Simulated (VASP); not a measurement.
Write the native input for VASP 6.6.1 that does the following.

```yaml
Task: single point
Functional: BLYP
Potentials_or_basis: VASP PAW PBE potentials, release 64 (Zr_sv, Tl_d)
Cutoff: 520 eV
k_mesh: 3 × 3 × 3
Occupations: gaussian, width 0.02 eV
Spin: no spin polarisation
Dipole_correction: no
Further_INCAR_settings: ALGO = Normal; EDIFF = 1e-06; NBANDS = 32
```

The structure of Zr3Tl lies in POSCAR:

```
Zr3Tl
1.0
    4.4738997300      0.0000000000      0.0000000000
    0.0000000000      4.4738997300      0.0000000000
    0.0000000000      0.0000000000      4.4738997300
Zr Tl
3 1
Direct
    0.0000000000      0.5000000011      0.5000000011
    0.5000000011      0.0000000000      0.5000000011
    0.5000000011      0.5000000011      0.0000000000
    0.0000000000      0.0000000000      0.0000000000
```

One way to write it, as run:

INCAR

```
SYSTEM = Zr3Tl
PREC = Accurate ; ENCUT = 520
EDIFF = 1E-6 ; ISMEAR = 0
SIGMA = 0.02 ; LREAL = .False.
LASPH = .True. ; NELM = 80
ALGO = Normal ; ISIF = 2
LWAVE = .False. ; LCHARG = .True.
GGA = B5 ; ALDAX = 1.0
AGGAX = 1.0 ; AGGAC = 1.0
ALDAC = 0.0 ; LELF = .True.
LVHAR = .True. ; NBANDS = 32
```

KPOINTS

```
Automatic mesh
0
Gamma
  3 3 3
  0 0 0
```

Potentials or basis: VASP PAW PBE potentials, release 64 (Zr_sv, Tl_d).

Launch:

```bash
$ cat potpaw_PBE.64/Zr_sv/POTCAR potpaw_PBE.64/Tl_d/POTCAR > POTCAR
$ mpirun -np 1 vasp_std > vasp.out
```

It gave:

The pressure is 4.7 GPa.

Caveat: the k points lie up to 0.47 Å⁻¹ apart; the PAW data sets were made with another functional, which shifts forces and pressure a little.

It took 23 s on 1 thread of Intel(R) Xeon(R) 6975P-C (Granite Rapids), with other jobs on the host, peak memory 0.2 GiB.
